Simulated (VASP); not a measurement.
# In (I4/mmm) in VASP: notebook

Aim: see how the results for In move with the level of theory and the settings. Levels: PBE, revPBE+D3(BJ), revPBE+D4. Tasks: single point, relaxation of cell and atoms.

Program: VASP 6.6.1. These are calculated values, not measurements. Logs are shortened: lines on timing, memory, paths and dates and some standing lists are left out, and cuts for length are marked.

**1. The cell of the first run**

The structure is tetragonal, space group I4/mmm (No. 139). The conventional cell has a = 3.251 Å, b = 3.251 Å, c = 4.947 Å, α = 90.00°, β = 90.00°, γ = 90.00°. In (site symmetry 4/mmm) has 12 In at 3.25 to 3.38 Å within 4.3 Å.

**2. Single point, PBE**

Input file INCAR:

```
SYSTEM = In
ALGO = Normal
EDIFF = 1E-6
ENCUT = 520
GGA = PE
ISIF = 2
ISMEAR = 0
LASPH = .TRUE.
LCHARG = .FALSE.
LREAL = .FALSE.
LWAVE = .FALSE.
NBANDS = 12
NELM = 80
PREC = Accurate
SIGMA = 0.027000000000000003
```

Input file KPOINTS:

```
k-points
0
G
  11 11 11
  0 0 0
```

Input file POSCAR:

```
In
1.0
   -1.6254700000      1.6254700000      2.4737000000
    1.6254700000     -1.6254700000      2.4737000000
    1.6254700000      1.6254700000     -2.4737000000
In
1
Direct
    0.0000000000      0.0000000000      0.0000000000
```

Potentials or basis: VASP PAW PBE potentials, release 64 (In_d).

Started as:

```bash
cat potpaw_PBE.64/In_d/POTCAR > POTCAR
mpirun -np 1 vasp_std > vasp.out
```

OUTCAR:

```text
SYSTEM = In
   EDIFF = 1E-6
   ENCUT = 520
   GGA = PE
   ISIF = 2
   ISMEAR = 0
   LASPH = .TRUE.
   LREAL = .FALSE.
   NELM = 80
   PREC = Accurate

 ion  position               nearest neighbor table
   1  0.000  0.000  0.000-

  LATTYP: Found a body centered tetragonal cell.
 ALAT       =     3.2509400000
 C/A-ratio  =     1.5218367611

  Lattice vectors:

 A1 = (  -1.6254700000,   1.6254700000,   2.4737000000)
 A2 = (   1.6254700000,  -1.6254700000,   2.4737000000)
 A3 = (   1.6254700000,   1.6254700000,  -2.4737000000)

Analysis of symmetry for initial positions (statically):
=====================================================================
 Subroutine PRICEL returns:
 Original cell was already a primitive cell.

 Routine SETGRP: Setting up the symmetry group for a
 body centered tetragonal supercell.

 Subroutine GETGRP returns: Found 16 space group operations
 (whereof 16 operations were pure point group operations)
 out of a pool of 16 trial point group operations.

The static configuration has the point symmetry D_4h.

Analysis of symmetry for dynamics (positions and initial velocities):
=====================================================================
 Subroutine PRICEL returns:
 Original cell was already a primitive cell.

 Routine SETGRP: Setting up the symmetry group for a
 body centered tetragonal supercell.

 Subroutine GETGRP returns: Found 16 space group operations
 (whereof 16 operations were pure point group operations)
 out of a pool of 16 trial point group operations.

The dynamic configuration has the point symmetry D_4h.

 Subroutine INISYM returns: Found 16 space group operations
 (whereof 16 operations are pure point group operations),
 and found     1 'primitive' translations

----------------------------------------------------------------------------------------

                                     Primitive cell

  volume of cell :      26.1436

  direct lattice vectors                    reciprocal lattice vectors
    -1.625470000  1.625470000  2.473700000     0.000000000  0.307603339  0.202126369
     1.625470000 -1.625470000  2.473700000     0.307603339  0.000000000  0.202126369
     1.625470000  1.625470000 -2.473700000     0.307603339  0.307603339  0.000000000

  length of vectors
     3.376906444  3.376906444  3.376906444     0.368069129  0.368069129  0.435016814

  position of ions in fractional coordinates (direct lattice)
     0.000000000  0.000000000  0.000000000
[... 77 lines left out ...]
   LREAL  =      F    real-space projection
   EDIFFG = 0.1E-04   stopping-criterion for IOM
   NSW    =      0    number of steps for IOM
   IBRION =     -1    ionic relax: 0-MD 1-quasi-New 2-CG
   NFREE  =      0    steps in history (QN), initial steepest desc. (CG)
   ISIF   =      2    stress and relaxation
   ISYM   =      2    0-nonsym 1-usesym 2-fastsym
   POTIM  = 0.5000    time-step for ionic-motion
   TEBEG  =    0.0;   TEEND  =   0.0 temperature during run
   PSTRESS=    0.0 pullay stress
   NELECT =      13.0000    total number of electrons
   NUPDOWN=      -1.0000    fix difference up-down
   EMIN   =  10.00;   EMAX   =-10.00  energy-range for DOS
   EFERMI =   0.00;   METHOD = LEGACY
   ISMEAR =     0;   SIGMA  =   0.03  broadening in eV -4-tet -1-fermi 0-gaus
   EFERMI_NEDOS =   21; number of points for ismear=-14 and -15
   IALGO  =     38    algorithm
   IMIX   =      4    mixing-type and parameters
     AMIX     =   0.40;   BMIX     =  1.00
     AMIX_MAG =   1.60;   BMIX_MAG =  1.00
  volume/ion in A,a.u.               =      26.14       176.43
  Fermi-wavevector in a.u.,A,eV,Ry     =   1.296983  2.450943 22.887245  1.682165
  Thomas-Fermi vector in A             =   2.428405
   LORBIT       =      0    0 simple, 1 ext, 2 COOP (PROOUT), +10 PAW based schemes
   GGA     = PE    functional components
   LHFCALC =     F    Hartree Fock is set to
   AEXX    =    0.0000 exact exchange contribution
   IVDW    =     0    specifies the selected vdW correction
   LEPSILON=     F    determine dielectric tensor
   LRPA    =     F    only Hartree local field effects (RPA)
 non-spin polarized calculation
 Gauss-broadening in eV      SIGMA  =   0.03
  energy-cutoff  :      520.00
  volume of cell :       26.14
 maximum number of plane-waves:       718
 NGX is ok and might be reduce to    28
   NGX = 13   NGY = 13   NGZ = 13

 number of electron      13.0000006 magnetization

 Free energy of the ion-electron system (eV)
  ---------------------------------------------------
  ext. energy  EPLUGINS =         0.00000000
  ---------------------------------------------------
  free energy    TOTEN  =        -2.54943535 eV

  energy without entropy =       -2.54930058  energy(sigma->0) =       -2.54936796

 E-fermi :   7.5725     XC(G=0): -10.2562

 val. band max:        7.5539841903   @ k =   0.3636   0.2727   0.1818
 cond. band min:       7.5923836566   @ k =  -0.4545  -0.4545   0.1818
 fundamental gap:      0.0383994663
 Fermi energy:         7.5724591520

 k-point     1 :       0.0000    0.0000    0.0000
  band No.  band energies     occupation
      1      -7.1762      2.00000
      2      -7.0717      2.00000
      3      -7.0717      2.00000
      4      -6.9912      2.00000
      5      -6.8858      2.00000
      6      -2.0183      2.00000
      7      18.0787      0.00000
      8      18.0787      0.00000
      9      18.2517      0.00000
     10      19.1096      0.00000
     11      21.4947      0.00000
     12      21.6204      0.00000
[... 331 lines left out ...]
 k-point    24 :      -0.1818    0.1818    0.0000
  band No.  band energies     occupation
      1      -7.1417      2.00000
      2      -7.0439      2.00000
      3      -6.9972      2.00000
      4      -6.9922      2.00000
      5      -6.9085      2.00000
      6      -0.9974      2.00000
      7      14.7023      0.00000
      8      14.9538      0.00000
      9      15.6319      0.00000
     10      16.8607      0.00000
     11      19.0484      0.00000
     12      24.0113      0.00000

 [... further k-points ...]
[... 5 lines left out ...]
  --------------------------------------------------------------------------------------
  -------------------------------------------------------------------------------------
  Total        0.3536181      0.3536181      0.2533083      0.0000000      0.0000000      0.0000000
  in kB       21.6710602     21.6710602     15.5236949      0.0000000      0.0000000      0.0000000
  external PRESSURE =      19.6219384 kB  Pullay stress =       0.0000000 kB

 VOLUME and BASIS-vectors are now :
 -----------------------------------------------------------------------------
  energy-cutoff  :      520.00
  volume of cell :       26.14
      direct lattice vectors                 reciprocal lattice vectors
    -1.625470000  1.625470000  2.473700000     0.000000000  0.307603339  0.202126369
     1.625470000 -1.625470000  2.473700000     0.307603339  0.000000000  0.202126369
     1.625470000  1.625470000 -2.473700000     0.307603339  0.307603339  0.000000000

 POSITION                                       TOTAL-FORCE (eV/Angst)
 -----------------------------------------------------------------------------------
      0.00000      0.00000      0.00000         0.000000      0.000000      0.000000
 -----------------------------------------------------------------------------------
    total drift:                               -0.000000     -0.000000     -0.000000

  FREE ENERGIE OF THE ION-ELECTRON SYSTEM (eV)
  ---------------------------------------------------
  free  energy   TOTEN  =        -2.5494353518 eV

  energy  without entropy=       -2.5493005766  energy(sigma->0) =       -2.54936796
```

OSZICAR:

```text
N       E                     dE             d eps       ncg     rms          rms(c)
DAV:   1     0.783726061476E+02    0.78373E+02   -0.62593E+03  3064   0.137E+03
DAV:   2     0.117990885462E+01   -0.77193E+02   -0.75166E+02  3188   0.294E+02
DAV:   3    -0.248794761787E+01   -0.36679E+01   -0.36569E+01  3584   0.645E+01
DAV:   4    -0.257305820644E+01   -0.85111E-01   -0.85083E-01  3832   0.971E+00
DAV:   5    -0.257702674823E+01   -0.39685E-02   -0.39684E-02  4236   0.188E+00    0.231E+00
DAV:   6    -0.255412198186E+01    0.22905E-01   -0.36671E-02  3876   0.391E+00    0.115E+00
DAV:   7    -0.254969546668E+01    0.44265E-02   -0.11544E-02  3956   0.203E+00    0.258E-01
DAV:   8    -0.254942814818E+01    0.26732E-03   -0.92115E-04  4240   0.504E-01    0.336E-02
DAV:   9    -0.254943459607E+01   -0.64479E-05   -0.12660E-05  4212   0.492E-02    0.154E-02
DAV:  10    -0.254943535177E+01   -0.75570E-06   -0.12235E-06  3312   0.115E-02
   1 F= -.25494354E+01 E0= -.25493680E+01  d E =-.134775E-03
```

Run time: 15 s. Hardware: 1 thread of Intel Xeon 6975P-C (Granite Rapids), shared host; peak memory 0.18 GiB.

Results:

```
Free energy : -2.5494 eV
Pressure    : 2.0 GPa
```

Caveat: spin-orbit coupling is left out, which moves the levels of the heavy elements.

**3. Single point, PBE**

Input file INCAR:

```
PREC = Accurate
ENCUT = 520
EDIFF = 1E-6
ISMEAR = 0
SIGMA = 0.028000000000000004
LREAL = F
LASPH = T
NELM = 80
ALGO = Normal
ISIF = 2
LWAVE = F
LCHARG = F
GGA = PE
NBANDS = 12
```

Input file KPOINTS:

```
Automatic mesh
0
Gamma
  11 11 11
```

POSCAR is that of step 2.

Potentials or basis: VASP PAW PBE potentials, release 64 (In_d).

Started as:

```bash
cat potpaw_PBE.64/In_d/POTCAR > POTCAR
mpirun -np 1 vasp_std > vasp.out
```

It took 15 s on 1 thread of Intel Xeon 6975P-C (Granite Rapids), shared host; peak memory 0.18 GiB.

The run converged. Its results:

```
Free energy : -2.5494 eV
Pressure    : 2.0 GPa
```

Stress tensor (GPa, compression positive):
```
2.17 0.00 0.00
0.00 2.17 0.00
0.00 0.00 1.55
```

Levels at points of the mesh, in eV from the Fermi level:
| k point | band 2 | band 3 | band 4 | band 5 | band 6 | band 7 | band 8 | band 9 | band 10 | band 11 |
| --- | --- | --- | --- | --- | --- | --- | --- | --- | --- | --- |
| (0.00, 0.00, 0.00) | -14.64 | -14.64 | -14.56 | -14.46 | -9.59 | 10.51 | 10.51 | 10.68 | 11.54 | 13.92 |

Caveat: spin-orbit coupling is left out, which moves the levels of the heavy elements.

**4. Relaxation of cell and atoms, revPBE+D3(BJ)**

Input file INCAR:

```
SYSTEM = In
ALGO = Normal ; EDIFF = 1E-6
EDIFFG = -0.01 ; ENCUT = 600
GGA = RE ; IBRION = 2
ISIF = 3 ; ISMEAR = -1
IVDW = 12 ; LASPH = .TRUE.
LCHARG = .FALSE. ; LREAL = .FALSE.
LWAVE = .FALSE. ; NELM = 60
NSW = 60 ; PREC = Accurate
SIGMA = 0.05
```

Input file KPOINTS:

```
k-points
0
G
  11 11 11
  0 0 0
```

POSCAR is that of step 3.

Started as:

```bash
cat potpaw_PBE.64/In_d/POTCAR > POTCAR
mpirun -np 1 vasp_std > vasp.out
```

Run time: 68 s. Hardware: 1 thread of Intel Xeon 6975P-C (Granite Rapids), shared host; peak memory 0.2 GiB.

The run converged. Its results:

```
Free energy                            : -2.8541 eV
Relaxed volume                         : 25.71 Å³/atom
Relaxed cell                           : a = 3.335 Å, b = 3.335 Å, c = 3.335 Å, α = 121.25°, β = 121.25°, γ = 87.85°
Space group after relaxing (to 0.05 Å) : I4/mmm (No. 139)
Energy gained by relaxing              : 3.1 meV/atom
Ionic steps                            : 8
Pressure after relaxing                : 0.0 GPa
Dispersion energy per atom             : -0.623 eV
```

The path:
```tsv
step	energy change (eV)	largest force (eV/Å)	pressure (GPa)	volume (Å³)
1	0.0000	0.0000	-0.65	26.14
2	-0.0012	0.0000	0.00	25.74
3	-0.0013	0.0000	0.17	25.63
4	-0.0020	0.0000	0.17	25.60
5	-0.0029	0.0000	0.23	25.56
6	-0.0030	0.0000	0.25	25.55
7	-0.0031	0.0000	-0.12	25.77
8	-0.0031	0.0000	0.00	25.71
```

Final structure:
```
CELL_PARAMETERS angstrom
-1.63583 1.63583 2.40182
1.63583 -1.63583 2.40182
1.63583 1.63583 -2.40182
ATOMIC_POSITIONS crystal
In 0.00000 0.00000 0.00000
```

Levels at points of the mesh, in eV from the Fermi level:
```csv
k point,band 3,band 4,band 5,band 6,band 7,band 8,band 9,band 10
"(0.00, 0.00, 0.00)",-14.70,-14.57,-14.52,-9.68,10.72,10.72,10.82,11.50
```

Caveat: the PAW data sets were made with another functional, which shifts forces and pressure a little; spin-orbit coupling is left out, which moves the levels of the heavy elements; pairwise dispersion overbinds metals, which lowers pressure and volume.

**5. Relaxation of cell and atoms, revPBE+D4**

Input file INCAR:

```
  PREC = Accurate
  ENCUT = 600
  EDIFF = 1E-7
  ISMEAR = -1
  SIGMA = 0.05
  LREAL = False
  LASPH = True
  NELM = 80
  ALGO = Normal
  ISIF = 3
  LWAVE = False
  LCHARG = False
  GGA = RE
  IVDW = 13
  IBRION = 2
  NSW = 60
  EDIFFG = -0.01
```

Input file KPOINTS:

```
regular mesh
0
Gamma
  11 11 11
```

POSCAR is that of step 4.

Started as:

```bash
cat potpaw_PBE.64/In_d/POTCAR > POTCAR
mpirun -np 1 vasp_std > vasp.out
```

Run time: 1.9 min. Hardware: 1 thread of Intel Xeon 6975P-C (Granite Rapids), shared host; peak memory 0.19 GiB.

It converged, with:

* Free energy: -2.7481 eV
* Relaxed volume: 26.23 Å³/atom
* Relaxed cell: a = 3.355 Å, b = 3.355 Å, c = 3.355 Å, α = 121.15°, β = 121.15°, γ = 88.02°
* Space group after relaxing (to 0.05 Å): I4/mmm (No. 139)
* Energy gained by relaxing: 2.1 meV/atom
* Ionic steps: 12
* Pressure after relaxing: 0.0 GPa
* Dispersion energy per atom: -0.506 eV

Step by step:
```
step  energy change (eV)  largest force (eV/Å)  pressure (GPa)  volume (Å³)
   1              0.0000                0.0000            0.21        26.14
   2             -0.0004                0.0000           -0.01        26.27
   3             -0.0007                0.0000           -0.47        26.54
   4             -0.0009                0.0000           -0.48        26.55
   5             -0.0014                0.0000           -0.51        26.55
   6             -0.0014                0.0000           -0.50        26.56
   7             -0.0016                0.0000           -0.51        26.56
   8             -0.0019                0.0000           -0.31        26.42
   9             -0.0021                0.0000           -0.10        26.29
  10             -0.0021                0.0000           -0.01        26.23
  11             -0.0021                0.0000           -0.01        26.23
  12             -0.0021                0.0000           -0.01        26.23
```

Final structure:
```
In
1.0
    -1.64833    1.64833    2.41318
     1.64833   -1.64833    2.41318
     1.64833    1.64833   -2.41318
In
1
Direct
  0.00000 0.00000 0.00000
```

Levels at points of the mesh, in eV from the Fermi level:
```
           k point  band 3  band 4  band 5  band 6  band 7  band 8  band 9  band 10
(0.00, 0.00, 0.00)  -14.68  -14.56  -14.51   -9.55   10.54   10.54   10.63    11.45
```

Caveat: the PAW data sets were made with another functional, which shifts forces and pressure a little; spin-orbit coupling is left out, which moves the levels of the heavy elements; pairwise dispersion overbinds metals, which lowers pressure and volume. Zero-point motion and thermal expansion aren't in these numbers.

**6. The runs side by side**

| task | level | cell | cutoff (eV) | smearing | gap on the mesh (eV) | pressure (GPa) | relaxed volume (Å³/atom) |
| --- | --- | --- | --- | --- | --- | --- | --- |
| single point | PBE | as given | 520 | gaussian 0.027 eV | none | 2.0 | - |
| single point | PBE | as given | 520 | gaussian 0.028 eV | none | 2.0 | - |
| relaxation of cell and atoms | revPBE+D3(BJ) | relaxed | 600 | fermi-dirac 0.05 eV | none | 0.0 | 25.71 |
| relaxation of cell and atoms | revPBE+D4 | relaxed | 600 | fermi-dirac 0.05 eV | none | 0.0 | 26.23 |

Alike in all rows: potentials or basis VASP PAW PBE potentials, release 64 (In_d); no spin polarisation; k mesh 11 × 11 × 11.

Caveats: spin-orbit coupling is left out, which moves the levels of the heavy elements; the PAW data sets were made with another functional, which shifts forces and pressure a little (some runs); pairwise dispersion overbinds metals, which lowers pressure and volume (some runs).

Total energies depend on the potentials used, so only differences within one code and one set of settings carry meaning.
